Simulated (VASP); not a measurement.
Runs of VASP 6.6.1 on RbBr. Symmetry: I4/mmm, No. 139, tetragonal system. Conventional cell: a = 4.894 Å, b = 4.894 Å, c = 6.714 Å, α = 90.00°, β = 90.00°, γ = 90.00°. Within 4.4 Å of Rb (site symmetry 4/mmm) lie 6 Br at 3.36 to 3.46 Å. Within 4.4 Å of Br (site symmetry 4/mmm) lie 6 Rb at 3.36 to 3.46 Å. 

```tsv
level	k mesh	smearing	grid for exact exchange (PRECFOCK)	share of exact exchange	screening parameter	gap on the mesh (eV)	pressure (GPa)
r2SCAN	6 × 6 × 6	gaussian 0.01 eV	-	-	-	4.94	(a)
PBE	4 × 4 × 4	gaussian 0.01 eV	-	-	-	4.34	1.1
HSE06	4 × 4 × 4	gaussian 0.01 eV	Normal	0.25	0.2079 1/Å	5.50	0.8
PBE	6 × 6 × 6	fermi-dirac 0.02 eV	-	-	-	4.34	1.1
```

Alike in all rows: task single point; potentials or basis VASP PAW PBE potentials, release 64 (Rb_sv, Br); no spin polarisation; cell as given; cutoff (eV) 520.

**Question.** Fill in the values left out.

**Answer.** (a) 0.6.

Caveats: the PAW data sets were made with another functional, which shifts forces and pressure a little (at least some runs).

A k mesh can miss the band edges, and the runs leave out spin-orbit coupling on Br, Rb.
